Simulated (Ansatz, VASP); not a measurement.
## One calculation of LiNbO3, two programs

File INCAR:

```
SYSTEM = LiNbO3
PREC     = Accurate       ! precision mode
ENCUT    = 520            ! plane-wave cutoff, eV
EDIFF    = 1E-7           ! SCF threshold, eV
ISMEAR   = 0              ! smearing method
SIGMA    = 0.05           ! smearing width, eV
LREAL    = .FALSE.        ! projectors in reciprocal space
LASPH    = .TRUE.         ! aspherical terms in the spheres
NELM     = 100            ! most SCF steps
ALGO     = Normal         ! electronic algorithm
ISIF     = 2              ! what is computed and relaxed
LWAVE    = .FALSE.        ! write WAVECAR
LCHARG   = .FALSE.        ! write CHGCAR
GGA      = PE             ! functional
NBANDS   = 45             ! bands
```

File KPOINTS:

```
Automatic mesh
0
G
  6 6 6
  0 0 0
```

File POSCAR:

```
LiNbO3
1.0
    2.5400345996      1.4664896599      4.7982946944
   -2.5400345996      1.4664896599      4.7982946944
    0.0000000000     -2.9329793197      4.7982946944
Li Nb O
2 2 6
Direct
    0.2815913687      0.2815913687      0.2815913687
    0.7815913687      0.7815913687      0.7815913687
    0.0004900497      0.0004900497      0.0004900497
    0.5004900497      0.5004900497      0.5004900497
    0.1104619503      0.3580262714      0.7211003599
    0.7211003599      0.1104619503      0.3580262714
    0.3580262714      0.7211003599      0.1104619503
    0.2211003599      0.8580262714      0.6104619503
    0.8580262714      0.6104619503      0.2211003599
    0.6104619503      0.2211003599      0.8580262714
```

Input for Ansatz:

```yaml
crystal:
  lattice:
    - [2.5400345996, 1.4664896599, 4.7982946944]
    - [-2.5400345996, 1.4664896599, 4.7982946944]
    - [0.0, -2.9329793197, 4.7982946944]
  atoms:
    - { symbol: Li, position: [0.2815913687, 0.2815913687, 0.2815913687] }
    - { symbol: Li, position: [0.7815913687, 0.7815913687, 0.7815913687] }
    - { symbol: Nb, position: [0.0004900497, 0.0004900497, 0.0004900497] }
    - { symbol: Nb, position: [0.5004900497, 0.5004900497, 0.5004900497] }
    - { symbol: O, position: [0.1104619503, 0.3580262714, 0.7211003599] }
    - { symbol: O, position: [0.7211003599, 0.1104619503, 0.3580262714] }
    - { symbol: O, position: [0.3580262714, 0.7211003599, 0.1104619503] }
    - { symbol: O, position: [0.2211003599, 0.8580262714, 0.6104619503] }
    - { symbol: O, position: [0.8580262714, 0.6104619503, 0.2211003599] }
    - { symbol: O, position: [0.6104619503, 0.2211003599, 0.8580262714] }
basis:
  ecutwfc: 520.0
kpoints:
  mp_grid: { grid: [6, 6, 6] }
hamiltonian:
  xc: pbe
  pseudopotentials: { kind: paw, azcp: { folder: soft_1 } }
scf:
  occupations: { method: gaussian, width: 0.05 }
output:
  forces: true
  stress: true
  eigenvalues: true
```

Alike in both runs: task single point; functional PBE; k mesh 6 × 6 × 6; occupations gaussian, width 0.05 eV; no spin polarisation.

|  | VASP | Ansatz |
| --- | --- | --- |
| version | VASP 6.6.1 | Ansatz 0.2.0 |
| potentials or method | VASP PAW PBE potentials, release 64 (Li_sv, Nb_sv, O), cutoff 520 eV | scalar-relativistic, plane waves, PAW |
| valence electrons in the cell | 68 | 68 |

```tsv
	VASP	Ansatz	Ansatz less VASP
gap on the k mesh at the Fermi level (eV)	3.62	3.63	+0.014
least direct gap on the mesh (eV)	3.63	3.64	+0.013
rms of the force components (eV/Å)	0.190	0.185	-0.0045
```

Atom by atom the forces differ by 0.013 eV/Å (rms over components).

Noted on VASP's run: the cutoff is short for stress, so the pressure is rough.
